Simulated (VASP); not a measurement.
Write the native input for VASP 6.6.1 that does the following.

```yaml
Task: single point
Functional: PBE
Potentials_or_basis: VASP PAW PBE potentials, release 64 (Mg, Cl, K_sv, Na_pv)
Cutoff: 520 eV
k_mesh: 1 × 1 × 1
Occupations: fermi-dirac, width 0.0552 eV
Spin: no spin polarisation
Dipole_correction: no
Further_INCAR_settings: LREAL = Auto; ALGO = Normal; EDIFF = 1e-07; NBANDS = 86; ISYM = 0
```

The structure of K7NaMgCl10 lies in POSCAR:

```
K7NaMgCl10
1.0
    8.9716240000      0.2219080000     -0.0252420000
    0.2219080000      8.8394450000     -0.1974920000
   -0.0252420000     -0.1974920000      8.4038290000
Mg Cl K Na
1 10 7 1
Direct
    0.3504480450      0.8568044731      0.1342547592
    0.3061978235      0.9387626114      0.8814545312
    0.8495043346      0.1169276738      0.7087656672
    0.5920498456      0.7464761737      0.1321860065
    0.4799778498      0.2863275345      0.1563730055
    0.9562229106      0.0684388280      0.1945383586
    0.3288635828      1.0240091214      0.4030278084
    0.8734573255      0.6577588854      0.5957793677
    0.8983874531      0.4320270358      1.0393665768
    0.4639211486      0.3370008337      0.6447306658
    0.2058829274      0.6549704536      0.2393786596
    0.1927378917      0.2322405836      0.9679477947
    0.6612036627      0.5178209641      0.8498638657
    0.6320752092      0.0446914030      0.4640478807
    0.6801258035      0.1192808152      0.9894758380
    0.7405775386      0.4014001685      0.3173333227
    0.1813948899      0.3459146902      0.4642256707
    0.9733476643      0.7569580235      0.9822243403
    0.0656102711      0.8848691753      0.4471211537
```

One way to write it, as run:

INCAR

```
PREC = Accurate
ENCUT = 520
EDIFF = 1E-7
ISMEAR = -1
SIGMA = 0.0552
LREAL = Auto
LASPH = T
NELM = 80
ALGO = Normal
ISIF = 2
LWAVE = F
LCHARG = T
GGA = PE
LELF = T
LVHAR = T
ISYM = 0
NBANDS = 86
```

KPOINTS

```
Automatic mesh
0
Gamma
  1 1 1
```

Potentials or basis: VASP PAW PBE potentials, release 64 (Mg, Cl, K_sv, Na_pv).

Launch:

```sh
$ cat potpaw_PBE.64/Mg/POTCAR potpaw_PBE.64/Cl/POTCAR potpaw_PBE.64/K_sv/POTCAR potpaw_PBE.64/Na_pv/POTCAR > POTCAR
$ mpirun -np 1 vasp_gam > vasp.out
```

Results of the run:

```json
{
  "Pressure": "0.7 GPa",
  "Largest force": "1.243 eV/Å",
  "Band gap on the k mesh": "3.94 eV"
}
```

Caveat: the k points lie up to 0.75 Å⁻¹ apart.

Run time: 100 s on 1 thread of Intel(R) Xeon(R) Platinum 8488C (Sapphire Rapids) (shared host), peak memory 0.62 GiB.
